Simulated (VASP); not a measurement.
# HfBr (Pm-3m) in VASP: further runs

Runs on HfBr. Level: PBE. Tasks: single point, relaxation of cell and atoms.

All numbers are computed with VASP 6.6.1; they aren't measurements. Logs are shortened: lines on timing, memory, paths and dates and some standing lists are left out, and cuts for length are marked.

## 1. The cell of the first run

The structure is cubic, space group Pm-3m (No. 221). The conventional cell has a = 3.422 Å, b = 3.422 Å, c = 3.422 Å, α = 90.00°, β = 90.00°, γ = 90.00°. Within 3.9 Å of Hf (site symmetry m-3m) lie 8 Br at 2.96 Å and 6 Hf at 3.42 Å. Within 3.9 Å of Br (site symmetry m-3m) lie 8 Hf at 2.96 Å and 6 Br at 3.42 Å.

## 2. Single point, PBE

INCAR

```
SYSTEM = HfBr
PREC = Accurate ; ENCUT = 520
EDIFF = 1E-6 ; ISMEAR = 0
SIGMA = 0.1 ; LREAL = .False.
LASPH = .True. ; NELM = 60
ALGO = Normal ; ISIF = 2
LWAVE = .False. ; LCHARG = .False.
GGA = PE ; NBANDS = 16
```

KPOINTS

```
Automatic mesh
0
Gamma
  4 4 4
  0 0 0
```

POSCAR

```
HfBr
1.0
    3.4217072706      0.0000000000      0.0000000000
    0.0000000000      3.4217072706      0.0000000000
    0.0000000000      0.0000000000      3.4217072706
Hf Br
1 1
Direct
    0.0000000000      0.0000000000      0.0000000000
    0.5000000000      0.5000000000      0.5000000000
```

Potentials or basis: VASP PAW PBE potentials, release 64 (Hf_pv, Br).

On the command line:

```
cat potpaw_PBE.64/Hf_pv/POTCAR potpaw_PBE.64/Br/POTCAR > POTCAR
mpirun -np 1 vasp_std > vasp.out
```

OUTCAR:

```text
SYSTEM = HfBr
   PREC = Accurate
   ENCUT = 520
   EDIFF = 1E-6
   ISMEAR = 0
   LREAL = .False.
   LASPH = .True.
   NELM = 60
   ISIF = 2
   GGA = PE

 ion  position               nearest neighbor table
   1  0.000  0.000  0.000-   2 2.96   2 2.96   2 2.96   2 2.96   2 2.96   2 2.96   2 2.96   2 2.96

   2  0.500  0.500  0.500-   1 2.96   1 2.96   1 2.96   1 2.96   1 2.96   1 2.96   1 2.96   1 2.96

  LATTYP: Found a simple cubic cell.
 ALAT       =     3.4217072706

  Lattice vectors:

 A1 = (   3.4217072706,   0.0000000000,   0.0000000000)
 A2 = (   0.0000000000,   3.4217072706,   0.0000000000)
 A3 = (   0.0000000000,   0.0000000000,   3.4217072706)

Analysis of symmetry for initial positions (statically):
=====================================================================
 Subroutine PRICEL returns:
 Original cell was already a primitive cell.

 Routine SETGRP: Setting up the symmetry group for a
 simple cubic supercell.

 Subroutine GETGRP returns: Found 48 space group operations
 (whereof 48 operations were pure point group operations)
 out of a pool of 48 trial point group operations.

The static configuration has the point symmetry O_h .

Analysis of symmetry for dynamics (positions and initial velocities):
=====================================================================
 Subroutine PRICEL returns:
 Original cell was already a primitive cell.

 Routine SETGRP: Setting up the symmetry group for a
 simple cubic supercell.

 Subroutine GETGRP returns: Found 48 space group operations
 (whereof 48 operations were pure point group operations)
 out of a pool of 48 trial point group operations.

The dynamic configuration has the point symmetry O_h .

 Subroutine INISYM returns: Found 48 space group operations
 (whereof 48 operations are pure point group operations),
 and found     1 'primitive' translations

----------------------------------------------------------------------------------------

                                     Primitive cell

  volume of cell :      40.0616

  direct lattice vectors                    reciprocal lattice vectors
     3.421707271  0.000000000  0.000000000     0.292251768  0.000000000  0.000000000
     0.000000000  3.421707271  0.000000000     0.000000000  0.292251768  0.000000000
     0.000000000  0.000000000  3.421707271     0.000000000  0.000000000  0.292251768

  length of vectors
     3.421707271  3.421707271  3.421707271     0.292251768  0.292251768  0.292251768

  position of ions in fractional coordinates (direct lattice)
     0.000000000  0.000000000  0.000000000
     0.500000000  0.500000000  0.500000000

  ion indices of the primitive-cell ions
   primitive index   ion index
                 1           1
                 2           2

----------------------------------------------------------------------------------------

 KPOINTS: Automatic mesh

Automatic generation of k-mesh.
 Grid dimensions read from file:
 generate k-points for:    4    4    4

 Generating k-lattice:

  Cartesian coordinates                     Fractional coordinates (reciprocal lattice)
     0.073062942  0.000000000  0.000000000     0.250000000  0.000000000  0.000000000
     0.000000000  0.073062942  0.000000000     0.000000000  0.250000000  0.000000000
     0.000000000  0.000000000  0.073062942     0.000000000  0.000000000  0.250000000

  Length of vectors
     0.073062942  0.073062942  0.073062942

  Shift w.r.t. Gamma in fractional coordinates (k-lattice)
     0.000000000  0.000000000  0.000000000

 Subroutine IBZKPT returns following result:
 ===========================================

 Found     10 irreducible k-points:

 Following reciprocal coordinates:
            Coordinates               Weight
  0.000000  0.000000  0.000000      1.000000
  0.250000  0.000000  0.000000      6.000000
  0.500000  0.000000  0.000000      3.000000
  0.250000  0.250000  0.000000     12.000000
  0.500000  0.250000  0.000000     12.000000
  0.500000  0.500000  0.000000      3.000000
  0.250000  0.250000  0.250000      8.000000
  0.500000  0.250000  0.250000     12.000000
  0.500000  0.500000  0.250000      6.000000
  0.500000  0.500000  0.500000      1.000000
   k-points           NKPTS =     10   k-points in BZ     NKDIM =     10   number of bands    NBANDS=     16
   number of dos      NEDOS =    301   number of ions     NIONS =      2
   total plane-waves  NPLWV =  21952
   dimension x,y,z NGX =    28 NGY =   28 NGZ =   28
   dimension x,y,z NGXF=    56 NGYF=   56 NGZF=   56
   ions per type =               1   1
   NGX,Y,Z   is equivalent  to a cutoff of  13.60, 13.60, 13.60 a.u.
   NGXF,Y,Z  is equivalent  to a cutoff of  27.21, 27.21, 27.21 a.u.
 SYSTEM =  HfBr
   PREC   = accura    normal or accurate (medium, high low for compatibility)
   ISTART =      0    job   : 0-new  1-cont  2-samecut
   ICHARG =      2    charge: 1-file 2-atom 10-const
   ISPIN  =      1    spin polarized calculation?
   LNONCOLLINEAR =      F non collinear calculations
   LSORBIT =      F    spin-orbit coupling
   LASPH  =      T    aspherical Exc in radial PAW
   ENCUT  =  520.0 eV  38.22 Ry    6.18 a.u.   6.36  6.36  6.36*2*pi/ulx,y,z
   NELM   =     60;   NELMIN=  2; NELMDL= -5     # of ELM steps
   EDIFF  = 0.1E-05   stopping-criterion for ELM
   LREAL  =      F    real-space projection
   EDIFFG = 0.1E-04   stopping-criterion for IOM
   NSW    =      0    number of steps for IOM
   IBRION =     -1    ionic relax: 0-MD 1-quasi-New 2-CG
   NFREE  =      0    steps in history (QN), initial steepest desc. (CG)
   ISIF   =      2    stress and relaxation
   ISYM   =      2    0-nonsym 1-usesym 2-fastsym
   POTIM  = 0.5000    time-step for ionic-motion
   TEBEG  =    0.0;   TEEND  =   0.0 temperature during run
   PSTRESS=    0.0 pullay stress
   NELECT =      17.0000    total number of electrons
   NUPDOWN=      -1.0000    fix difference up-down
   EMIN   =  10.00;   EMAX   =-10.00  energy-range for DOS
   EFERMI =   0.00;   METHOD = LEGACY
   ISMEAR =     0;   SIGMA  =   0.10  broadening in eV -4-tet -1-fermi 0-gaus
   EFERMI_NEDOS =   21; number of points for ismear=-14 and -15
   IALGO  =     38    algorithm
   IMIX   =      4    mixing-type and parameters
     AMIX     =   0.40;   BMIX     =  1.00
     AMIX_MAG =   1.60;   BMIX_MAG =  1.00
  volume/ion in A,a.u.               =      20.03       135.17
  Fermi-wavevector in a.u.,A,eV,Ry     =   1.230217  2.324772 20.591508  1.513433
  Thomas-Fermi vector in A             =   2.365074
   LORBIT       =      0    0 simple, 1 ext, 2 COOP (PROOUT), +10 PAW based schemes
   GGA     = PE    functional components
   LHFCALC =     F    Hartree Fock is set to
   AEXX    =    0.0000 exact exchange contribution
   IVDW    =     0    specifies the selected vdW correction
   LEPSILON=     F    determine dielectric tensor
   LRPA    =     F    only Hartree local field effects (RPA)
 non-spin polarized calculation
 Gauss-broadening in eV      SIGMA  =   0.10
  energy-cutoff  :      520.00
  volume of cell :       40.06
 maximum number of plane-waves:      1108
 NGX is ok and might be reduce to    28
   NGX = 13   NGY = 13   NGZ = 13

 number of electron      17.0000006 magnetization

 Free energy of the ion-electron system (eV)
  ---------------------------------------------------
  ext. energy  EPLUGINS =         0.00000000
  ---------------------------------------------------
  free energy    TOTEN  =       -11.18150434 eV

  energy without entropy =      -11.16954923  energy(sigma->0) =      -11.17552678

 E-fermi :   7.4855     XC(G=0): -11.2583

 val. band max:        7.3647061215   @ k =   0.2500   0.2500   0.2500
 cond. band min:       7.5367485125   @ k =   0.2500   0.2500   0.0000
 fundamental gap:      0.1720423910
 Fermi energy:         7.4855193373

 k-point     1 :       0.0000    0.0000    0.0000
  band No.  band energies     occupation
      1     -24.0240      2.00000
      2     -24.0240      2.00000
      3     -24.0240      2.00000
      4     -11.6879      2.00000
      5       2.2726      2.00000
      6       2.2726      2.00000
[... 8 lines left out ...]
     15      15.7919      0.00000
     16      19.4276      0.00000

 k-point     2 :       0.2500    0.0000    0.0000
  band No.  band energies     occupation
      1     -24.1415      2.00000
      2     -24.0133      2.00000
      3     -24.0133      2.00000
      4     -11.3137      2.00000
      5      -0.4584      2.00000
      6       2.1102      2.00000
[... 8 lines left out ...]
     15      16.4610      0.00000
     16      16.4864      0.00000

 k-point     3 :       0.5000    0.0000    0.0000
  band No.  band energies     occupation
      1     -24.2558      2.00000
      2     -24.0025      2.00000
      3     -24.0025      2.00000
      4     -10.8850      2.00000
      5      -2.0785      2.00000
      6       1.9429      2.00000
[... 8 lines left out ...]
     15      12.9409      0.00000
     16      14.1169      0.00000

 k-point     4 :       0.2500    0.2500    0.0000
  band No.  band energies     occupation
      1     -24.1313      2.00000
      2     -24.1191      2.00000
      3     -24.0032      2.00000
      4     -11.0580      2.00000
      5      -0.3844      2.00000
      6       0.5509      2.00000
[... 8 lines left out ...]
     15      14.7336      0.00000
     16      16.3071      0.00000

 k-point     5 :       0.5000    0.2500    0.0000
  band No.  band energies     occupation
      1     -24.2345      2.00000
      2     -24.1089      2.00000
      3     -23.9932      2.00000
      4     -10.7774      2.00000
      5      -1.3301      2.00000
      6       0.6678      2.00000
[... 8 lines left out ...]
     15      14.0994      0.00000
     16      16.9125      0.00000

 k-point     6 :       0.5000    0.5000    0.0000
  band No.  band energies     occupation
      1     -24.2130      2.00000
      2     -24.2130      2.00000
      3     -23.9839      2.00000
      4     -10.6628      2.00000
      5      -0.2986      2.00000
      6      -0.2986      2.00000
[... 8 lines left out ...]
     15      14.7564      0.00000
     16      17.1147      0.00000

 k-point     7 :       0.2500    0.2500    0.2500
  band No.  band energies     occupation
      1     -24.1204      2.00000
      2     -24.1061      2.00000
      3     -24.1061      2.00000
      4     -10.8389      2.00000
      5       0.1735      2.00000
      6       0.4436      2.00000
[... 8 lines left out ...]
     15      15.9767      0.00000
     16      16.4557      0.00000

 k-point     8 :       0.5000    0.2500    0.2500
  band No.  band energies     occupation
      1     -24.2162      2.00000
      2     -24.1000      2.00000
      3     -24.0931      2.00000
      4     -10.5981      2.00000
      5      -0.9387      2.00000
      6       0.3237      2.00000
[... 8 lines left out ...]
     15      14.1966      0.00000
     16      15.9585      0.00000

 k-point     9 :       0.5000    0.5000    0.2500
  band No.  band energies     occupation
      1     -24.1978      2.00000
      2     -24.1978      2.00000
      3     -24.0842      2.00000
      4     -10.4019      2.00000
      5      -0.5483      2.00000
      6      -0.5483      2.00000
[... 8 lines left out ...]
     15      13.2656      0.00000
     16      17.8726      0.00000

 k-point    10 :       0.5000    0.5000    0.5000
  band No.  band energies     occupation
      1     -24.1825      2.00000
      2     -24.1825      2.00000
      3     -24.1825      2.00000
      4     -10.1052      2.00000
      5      -0.7889      2.00000
      6      -0.7889      2.00000
[... 8 lines left out ...]
     15      11.9262      0.00000
     16      13.6124      0.00000

------------------------ aborting loop because EDIFF is reached ----------------------------------------

  FORCE on cell =-STRESS in cart. coord.  units (eV):
  Direction    XX          YY          ZZ          XY          YZ          ZX
  --------------------------------------------------------------------------------------
  -------------------------------------------------------------------------------------
  Total       -0.2101984     -0.2101984     -0.2101984      0.0000000      0.0000000     -0.0000000
  in kB       -8.4064272     -8.4064272     -8.4064272      0.0000000      0.0000000     -0.0000000
  external PRESSURE =      -8.4064272 kB  Pullay stress =       0.0000000 kB

 VOLUME and BASIS-vectors are now :
 -----------------------------------------------------------------------------
  energy-cutoff  :      520.00
  volume of cell :       40.06
      direct lattice vectors                 reciprocal lattice vectors
     3.421707271  0.000000000  0.000000000     0.292251768  0.000000000  0.000000000
     0.000000000  3.421707271  0.000000000     0.000000000  0.292251768  0.000000000
     0.000000000  0.000000000  3.421707271     0.000000000  0.000000000  0.292251768

 POSITION                                       TOTAL-FORCE (eV/Angst)
 -----------------------------------------------------------------------------------
      0.00000      0.00000      0.00000         0.000000      0.000000      0.000000
      1.71085      1.71085      1.71085         0.000000      0.000000      0.000000
 -----------------------------------------------------------------------------------
    total drift:                               -0.000000      0.000000      0.000000

  FREE ENERGIE OF THE ION-ELECTRON SYSTEM (eV)
  ---------------------------------------------------
  free  energy   TOTEN  =       -11.1815043358 eV

  energy  without entropy=      -11.1695492331  energy(sigma->0) =      -11.17552678
```

Run time: 4.4 s. Hardware: 1 thread of Intel Xeon 6975P-C (Granite Rapids), shared host; peak memory 0.15 GiB.

What came out:

```
Free energy : -11.1815 eV
Pressure    : -0.8 GPa
```

Levels at points of the mesh, in eV from the Fermi level:
```
           k point  band 5  band 6  band 7  band 8  band 9  band 10  band 11  band 12
(0.00, 0.00, 0.00)   -5.21   -5.21   -5.21   -2.50   -2.50    -1.96     2.34     2.34
(0.50, 0.00, 0.00)   -9.56   -5.54   -5.54   -1.35    2.33     2.47     2.86     3.36
(0.50, 0.50, 0.00)   -7.78   -7.78   -4.49   -3.07   -0.13     0.34     0.34     4.29
(0.50, 0.50, 0.50)   -8.27   -8.27   -8.27    1.68    1.68     1.68     4.09     4.09
```

Caveat: the k points lie up to 0.46 Å⁻¹ apart; spin-orbit coupling is left out, which moves the levels of the heavy elements; an odd number of electrons without spin polarisation forces a metal; a magnetic or distorted state may lie lower.

## 3. Single point, PBE

This run uses another cell than the first one, of 28.46 Å³/atom, 1.421 times its volume.

INCAR

```
PREC = Accurate
ENCUT = 520
EDIFF = 1E-6
ISMEAR = 0
SIGMA = 0.1
LREAL = F
LASPH = T
NELM = 100
ALGO = Normal
ISIF = 2
LWAVE = F
LCHARG = T
GGA = PE
LELF = T
LVHAR = T
NBANDS = 16
```

KPOINTS

```
regular mesh
0
Gamma
  4 4 4
```

POSCAR

```
HfBr
1.0
    3.8467591000      0.0000000000      0.0000000000
    0.0000000000      3.8467591000      0.0000000000
    0.0000000000      0.0000000000      3.8467591000
Hf Br
1 1
Direct
    0.0000000000      0.0000000000      0.0000000000
    0.5000000000      0.5000000000      0.5000000000
```

Potentials or basis: VASP PAW PBE potentials, release 64 (Hf_pv, Br).

On the command line:

```
cat potpaw_PBE.64/Hf_pv/POTCAR potpaw_PBE.64/Br/POTCAR > POTCAR
mpirun -np 1 vasp_std > vasp.out
```

Wall time 5.8 s (1 thread of Intel Xeon 6975P-C (Granite Rapids), shared host); peak memory 0.16 GiB.

The run converged. Its results:

| Item | Value |
| --- | --- |
| Free energy | -10.3541 eV |
| Pressure | -11.8 GPa |

Levels at points of the mesh, in eV from the Fermi level:
| k point | band 4 | band 5 | band 6 | band 7 | band 8 | band 9 | band 10 | band 11 | band 12 | band 13 |
| --- | --- | --- | --- | --- | --- | --- | --- | --- | --- | --- |
| (0.00, 0.00, 0.00) | -17.06 | -4.25 | -4.25 | -4.25 | -2.96 | -1.35 | -1.35 | 1.57 | 1.57 | 1.57 |
| (0.50, 0.00, 0.00) | -16.78 | -7.11 | -4.34 | -4.34 | -0.77 | 1.03 | 1.22 | 1.80 | 1.92 | 1.92 |
| (0.50, 0.50, 0.00) | -16.63 | -5.89 | -5.89 | -3.78 | -2.21 | -0.20 | 0.50 | 0.50 | 2.52 | 2.54 |
| (0.50, 0.50, 0.50) | -16.43 | -5.98 | -5.98 | -5.98 | 1.60 | 1.60 | 1.60 | 2.19 | 2.19 | 2.19 |

Caveat: the k points lie up to 0.41 Å⁻¹ apart; spin-orbit coupling is left out, which moves the levels of the heavy elements; an odd number of electrons without spin polarisation forces a metal; a magnetic or distorted state may lie lower.

(Continued in part 2 of 2.)
